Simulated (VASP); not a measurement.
# RePb3 (Pm-3m) in VASP: notebook

The runs below take RePb3 through single point, relaxation of cell and atoms, with PBE.

All numbers are computed with VASP 6.6.1; they aren't measurements. Logs are shortened: lines on timing, memory, paths and dates and some standing lists are left out, and cuts for length are marked.

## 1. The cell of the first run

It takes space group Pm-3m (No. 221, cubic). The conventional cell has a = 4.710 Å, b = 4.710 Å, c = 4.710 Å, α = 90.00°, β = 90.00°, γ = 90.00°. Within 4.4 Å of Re (site symmetry m-3m) lie 12 Pb at 3.33 Å. Within 4.4 Å of Pb (site symmetry 4/mmm) lie 4 Re at 3.33 Å and 8 Pb at 3.33 Å.

## 2. Single point, PBE

INCAR reads:

```
SYSTEM = RePb3
PREC = Accurate
ENCUT = 520
EDIFF = 1E-6
ISMEAR = 0
SIGMA = 0.1
LREAL = .FALSE.
LASPH = .TRUE.
NELM = 100
ALGO = Normal
ISIF = 2
LWAVE = .FALSE.
LCHARG = .TRUE.
GGA = PE
LELF = .TRUE.
LVHAR = .TRUE.
NBANDS = 32
```

KPOINTS reads:

```
regular mesh
0
G
  4 4 4
  0 0 0
```

POSCAR reads:

```
RePb3
1.0
    4.7099144947      0.0000000000      0.0000000000
    0.0000000000      4.7099144947      0.0000000000
    0.0000000000      0.0000000000      4.7099144947
Re Pb
1 3
Direct
    0.0000000000      0.0000000000      0.0000000000
    0.0000000000      0.5000000000      0.5000000000
    0.5000000000      0.0000000000      0.5000000000
    0.5000000000      0.5000000000      0.0000000000
```

Potentials or basis: VASP PAW PBE potentials, release 64 (Re, Pb_d).

Command:

```sh
cat potpaw_PBE.64/Re/POTCAR potpaw_PBE.64/Pb_d/POTCAR > POTCAR
mpirun -np 1 vasp_std > vasp.out
```

OUTCAR:

```text
SYSTEM = RePb3
   PREC = Accurate
   ENCUT = 520
   EDIFF = 1E-6
   ISMEAR = 0
   LREAL = .FALSE.
   LASPH = .TRUE.
   NELM = 100
   ISIF = 2
   GGA = PE

 ion  position               nearest neighbor table
   1  0.000  0.000  0.000-   2 3.33   3 3.33   4 3.33   2 3.33   3 3.33   2 3.33   4 3.33   2 3.33
                             3 3.33   4 3.33   3 3.33   4 3.33
   2  0.000  0.500  0.500-   1 3.33   3 3.33   4 3.33   1 3.33   4 3.33   1 3.33   3 3.33   1 3.33
                             3 3.33   4 3.33   4 3.33   3 3.33
   3  0.500  0.000  0.500-   1 3.33   2 3.33   4 3.33   1 3.33   4 3.33   2 3.33   4 3.33   4 3.33
                             1 3.33   2 3.33   1 3.33   2 3.33
   4  0.500  0.500  0.000-   1 3.33   2 3.33   3 3.33   2 3.33   3 3.33   1 3.33   3 3.33   3 3.33
                             1 3.33   2 3.33   2 3.33   1 3.33

  LATTYP: Found a simple cubic cell.
 ALAT       =     4.7099144947

  Lattice vectors:

 A1 = (   4.7099144947,   0.0000000000,   0.0000000000)
 A2 = (   0.0000000000,   4.7099144947,   0.0000000000)
 A3 = (   0.0000000000,   0.0000000000,   4.7099144947)

Analysis of symmetry for initial positions (statically):
=====================================================================
 Subroutine PRICEL returns:
 Original cell was already a primitive cell.

 Routine SETGRP: Setting up the symmetry group for a
 simple cubic supercell.

 Subroutine GETGRP returns: Found 48 space group operations
 (whereof 48 operations were pure point group operations)
 out of a pool of 48 trial point group operations.

The static configuration has the point symmetry O_h .

Analysis of symmetry for dynamics (positions and initial velocities):
=====================================================================
 Subroutine PRICEL returns:
 Original cell was already a primitive cell.

 Routine SETGRP: Setting up the symmetry group for a
 simple cubic supercell.

 Subroutine GETGRP returns: Found 48 space group operations
 (whereof 48 operations were pure point group operations)
 out of a pool of 48 trial point group operations.

The dynamic configuration has the point symmetry O_h .

 Subroutine INISYM returns: Found 48 space group operations
 (whereof 48 operations are pure point group operations),
 and found     1 'primitive' translations

----------------------------------------------------------------------------------------

                                     Primitive cell

  volume of cell :     104.4814

  direct lattice vectors                    reciprocal lattice vectors
     4.709914495  0.000000000  0.000000000     0.212318079  0.000000000  0.000000000
     0.000000000  4.709914495  0.000000000     0.000000000  0.212318079  0.000000000
     0.000000000  0.000000000  4.709914495     0.000000000  0.000000000  0.212318079

  length of vectors
     4.709914495  4.709914495  4.709914495     0.212318079  0.212318079  0.212318079

  position of ions in fractional coordinates (direct lattice)
     0.000000000  0.000000000  0.000000000
     0.000000000  0.500000000  0.500000000
     0.500000000  0.000000000  0.500000000
     0.500000000  0.500000000  0.000000000

  ion indices of the primitive-cell ions
   primitive index   ion index
                 1           1
                 2           2
                 3           3
                 4           4

----------------------------------------------------------------------------------------

 KPOINTS: regular mesh

Automatic generation of k-mesh.
 Grid dimensions read from file:
 generate k-points for:    4    4    4

 Generating k-lattice:

  Cartesian coordinates                     Fractional coordinates (reciprocal lattice)
     0.053079520  0.000000000  0.000000000     0.250000000  0.000000000  0.000000000
     0.000000000  0.053079520  0.000000000     0.000000000  0.250000000  0.000000000
     0.000000000  0.000000000  0.053079520     0.000000000  0.000000000  0.250000000

  Length of vectors
     0.053079520  0.053079520  0.053079520

  Shift w.r.t. Gamma in fractional coordinates (k-lattice)
     0.000000000  0.000000000  0.000000000

 Subroutine IBZKPT returns following result:
 ===========================================

 Found     10 irreducible k-points:

 Following reciprocal coordinates:
            Coordinates               Weight
  0.000000  0.000000  0.000000      1.000000
  0.250000  0.000000  0.000000      6.000000
  0.500000  0.000000  0.000000      3.000000
  0.250000  0.250000  0.000000     12.000000
  0.500000  0.250000  0.000000     12.000000
  0.500000  0.500000  0.000000      3.000000
  0.250000  0.250000  0.250000      8.000000
  0.500000  0.250000  0.250000     12.000000
  0.500000  0.500000  0.250000      6.000000
  0.500000  0.500000  0.500000      1.000000
   k-points           NKPTS =     10   k-points in BZ     NKDIM =     10   number of bands    NBANDS=     32
   number of dos      NEDOS =    301   number of ions     NIONS =      4
   total plane-waves  NPLWV =  46656
   dimension x,y,z NGX =    36 NGY =   36 NGZ =   36
   dimension x,y,z NGXF=    72 NGYF=   72 NGZF=   72
   ions per type =               1   3
   NGX,Y,Z   is equivalent  to a cutoff of  12.71, 12.71, 12.71 a.u.
   NGXF,Y,Z  is equivalent  to a cutoff of  25.41, 25.41, 25.41 a.u.
 SYSTEM =  RePb3
   PREC   = accura    normal or accurate (medium, high low for compatibility)
   ISTART =      0    job   : 0-new  1-cont  2-samecut
   ICHARG =      2    charge: 1-file 2-atom 10-const
   ISPIN  =      1    spin polarized calculation?
   LNONCOLLINEAR =      F non collinear calculations
   LSORBIT =      F    spin-orbit coupling
   LASPH  =      T    aspherical Exc in radial PAW
   ENCUT  =  520.0 eV  38.22 Ry    6.18 a.u.   8.76  8.76  8.76*2*pi/ulx,y,z
   NELM   =    100;   NELMIN=  2; NELMDL= -5     # of ELM steps
   EDIFF  = 0.1E-05   stopping-criterion for ELM
   LREAL  =      F    real-space projection
   EDIFFG = 0.1E-04   stopping-criterion for IOM
   NSW    =      0    number of steps for IOM
   IBRION =     -1    ionic relax: 0-MD 1-quasi-New 2-CG
   NFREE  =      0    steps in history (QN), initial steepest desc. (CG)
   ISIF   =      2    stress and relaxation
   ISYM   =      2    0-nonsym 1-usesym 2-fastsym
   POTIM  = 0.5000    time-step for ionic-motion
   TEBEG  =    0.0;   TEEND  =   0.0 temperature during run
   PSTRESS=    0.0 pullay stress
   NELECT =      49.0000    total number of electrons
   NUPDOWN=      -1.0000    fix difference up-down
   EMIN   =  10.00;   EMAX   =-10.00  energy-range for DOS
   EFERMI =   0.00;   METHOD = LEGACY
   ISMEAR =     0;   SIGMA  =   0.10  broadening in eV -4-tet -1-fermi 0-gaus
   EFERMI_NEDOS =   21; number of points for ismear=-14 and -15
   IALGO  =     38    algorithm
   IMIX   =      4    mixing-type and parameters
     AMIX     =   0.40;   BMIX     =  1.00
     AMIX_MAG =   1.60;   BMIX_MAG =  1.00
  volume/ion in A,a.u.               =      26.12       176.27
  Fermi-wavevector in a.u.,A,eV,Ry     =   1.271922  2.403584 22.011311  1.617786
  Thomas-Fermi vector in A             =   2.404829
   LORBIT       =      0    0 simple, 1 ext, 2 COOP (PROOUT), +10 PAW based schemes
   GGA     = PE    functional components
   LHFCALC =     F    Hartree Fock is set to
   AEXX    =    0.0000 exact exchange contribution
   IVDW    =     0    specifies the selected vdW correction
   LEPSILON=     F    determine dielectric tensor
   LRPA    =     F    only Hartree local field effects (RPA)
 non-spin polarized calculation
 Gauss-broadening in eV      SIGMA  =   0.10
  energy-cutoff  :      520.00
  volume of cell :      104.48
 maximum number of plane-waves:      2832
 NGX is ok and might be reduce to    36
   NGX = 17   NGY = 17   NGZ = 17

 number of electron      48.9999981 magnetization

 Free energy of the ion-electron system (eV)
  ---------------------------------------------------
  ext. energy  EPLUGINS =         0.00000000
  ---------------------------------------------------
  free energy    TOTEN  =       -18.36181225 eV

  energy without entropy =      -18.30912703  energy(sigma->0) =      -18.33546964

 E-fermi :   7.3016     XC(G=0): -10.8577

 val. band max:        7.2755548674   @ k =   0.0000   0.0000   0.0000
 cond. band min:       7.3056581268   @ k =   0.2500   0.2500   0.2500
 fundamental gap:      0.0301032595
 Fermi energy:         7.3016452078

 k-point     1 :       0.0000    0.0000    0.0000
  band No.  band energies     occupation
      1      -9.8796      2.00000
      2      -9.8752      2.00000
      3      -9.8752      2.00000
      4      -9.8752      2.00000
      5      -9.6211      2.00000
      6      -9.6211      2.00000
[... 24 lines left out ...]
     31      11.8612      0.00000
     32      11.8612      0.00000

 k-point     2 :       0.2500    0.0000    0.0000
  band No.  band energies     occupation
      1      -9.8644      2.00000
      2      -9.8203      2.00000
      3      -9.7944      2.00000
      4      -9.7944      2.00000
      5      -9.6104      2.00000
      6      -9.5699      2.00000
[... 24 lines left out ...]
     31      10.9055      0.00000
     32      11.8232      0.00000

 k-point     3 :       0.5000    0.0000    0.0000
  band No.  band energies     occupation
      1      -9.8530      2.00000
      2      -9.7319      2.00000
      3      -9.6056      2.00000
      4      -9.6056      2.00000
      5      -9.5934      2.00000
      6      -9.5726      2.00000
[... 24 lines left out ...]
     31      13.1032      0.00000
     32      13.1217      0.00000

 k-point     4 :       0.2500    0.2500    0.0000
  band No.  band energies     occupation
      1      -9.8065      2.00000
      2      -9.7972      2.00000
      3      -9.7643      2.00000
      4      -9.7285      2.00000
      5      -9.5928      2.00000
      6      -9.5343      2.00000
[... 164 lines left out ...]
     31      12.2705      0.00000
     32      12.5653      0.00000

 k-point     9 :       0.5000    0.5000    0.2500
  band No.  band energies     occupation
      1      -9.7346      2.00000
      2      -9.7346      2.00000
      3      -9.7268      2.00000
      4      -9.6451      2.00000
      5      -9.6451      2.00000
      6      -9.6150      2.00000
[... 24 lines left out ...]
     31      12.6886      0.00000
     32      13.9344      0.00000

 k-point    10 :       0.5000    0.5000    0.5000
  band No.  band energies     occupation
      1      -9.7667      2.00000
      2      -9.7667      2.00000
      3      -9.7667      2.00000
      4      -9.6646      2.00000
      5      -9.6646      2.00000
      6      -9.6646      2.00000
[... 24 lines left out ...]
     31      14.4131      0.00000
     32      14.4131      0.00000

------------------------ aborting loop because EDIFF is reached ----------------------------------------

  FORCE on cell =-STRESS in cart. coord.  units (eV):
  Direction    XX          YY          ZZ          XY          YZ          ZX
  --------------------------------------------------------------------------------------
  -------------------------------------------------------------------------------------
  Total       -1.3680921     -1.3680921     -1.3680921     -0.0000000      0.0000000     -0.0000000
  in kB      -20.9791000    -20.9791000    -20.9791000     -0.0000000      0.0000000     -0.0000000
  external PRESSURE =     -20.9791000 kB  Pullay stress =       0.0000000 kB

 VOLUME and BASIS-vectors are now :
 -----------------------------------------------------------------------------
  energy-cutoff  :      520.00
  volume of cell :      104.48
      direct lattice vectors                 reciprocal lattice vectors
     4.709914495  0.000000000  0.000000000     0.212318079  0.000000000  0.000000000
     0.000000000  4.709914495  0.000000000     0.000000000  0.212318079  0.000000000
     0.000000000  0.000000000  4.709914495     0.000000000  0.000000000  0.212318079

 POSITION                                       TOTAL-FORCE (eV/Angst)
 -----------------------------------------------------------------------------------
      0.00000      0.00000      0.00000         0.000000      0.000000      0.000000
      0.00000      2.35496      2.35496         0.000000      0.000000      0.000000
      2.35496      0.00000      2.35496         0.000000      0.000000      0.000000
      2.35496      2.35496      0.00000         0.000000      0.000000      0.000000
 -----------------------------------------------------------------------------------
    total drift:                                0.000000      0.000000      0.000000

  FREE ENERGIE OF THE ION-ELECTRON SYSTEM (eV)
  ---------------------------------------------------
  free  energy   TOTEN  =       -18.3618122498 eV

  energy  without entropy=      -18.3091270310  energy(sigma->0) =      -18.33546964
```

Wall time 38 s (1 thread of Intel Xeon Platinum 8259CL at 2.50GHz (Skylake/Cascade Lake), shared host); peak memory 0.21 GiB.

What came out:

```
Free energy            : -18.3618 eV
Pressure               : -2.1 GPa
Band gap on the k mesh : zero (an odd number of electrons rules out a gap without spin polarisation)
```

Caveat: spin-orbit coupling is left out, which moves the levels of the heavy elements.

(Continued in part 2 of 2.)
